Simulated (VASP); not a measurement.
Write the native input for VASP 6.6.1 that does the following.

```yaml
Task: single point
Functional: PBE
Potentials_or_basis: VASP PAW PBE potentials, release 64 (Ge_d)
Cutoff: 520 eV
k_mesh: 14 × 14 × 14
Occupations: gaussian, width 0.15 eV
Spin: no spin polarisation
Dipole_correction: no
Further_INCAR_settings: ALGO = Normal; EDIFF = 1e-07; NBANDS = 21
```

The structure of Ge lies in POSCAR:

```
Ge
1.0
    0.0000000000      2.6873315000      2.8994892500
    2.6873315000      0.0000000000      2.8994892500
    2.6873315000      2.6873315000      0.0000000000
Ge
2
Direct
    0.5000000000      0.5000000000      0.5000000000
    0.7500000000      0.7500000000      0.7500000000
```

This cell differs from its parent crystal: strain -0.050 along x and y, +0.025 along z.

One way to write it, as run:

INCAR

```
SYSTEM = Ge
PREC     = Accurate       ! precision mode
ENCUT    = 520            ! plane-wave cutoff, eV
EDIFF    = 1E-7           ! SCF threshold, eV
ISMEAR   = 0              ! smearing method
SIGMA    = 0.15           ! smearing width, eV
LREAL    = .FALSE.        ! projectors in reciprocal space
LASPH    = .TRUE.         ! aspherical terms in the spheres
NELM     = 60             ! most SCF steps
ALGO     = Normal         ! electronic algorithm
ISIF     = 2              ! what is computed and relaxed
LWAVE    = .FALSE.        ! write WAVECAR
LCHARG   = .FALSE.        ! write CHGCAR
GGA      = PE             ! functional
NBANDS   = 21             ! bands
```

KPOINTS

```
regular mesh
0
G
  14 14 14
  0 0 0
```

Potentials or basis: VASP PAW PBE potentials, release 64 (Ge_d).

The run is started by

```bash
$ cat potpaw_PBE.64/Ge_d/POTCAR > POTCAR
$ mpirun -np 1 vasp_std > vasp.out
```

Results of the run:

```json
{
  "Pressure": "10.6 GPa",
  "Band gap on the k mesh": "zero (filled and empty bands touch)"
}
```

Caveat: the cell differs from its parent crystal (strain -0.050 along x and y, +0.025 along z).

Wall time 91 s on 1 thread of Intel(R) Xeon(R) 6975P-C (Granite Rapids) (shared host), peak memory 0.28 GiB.
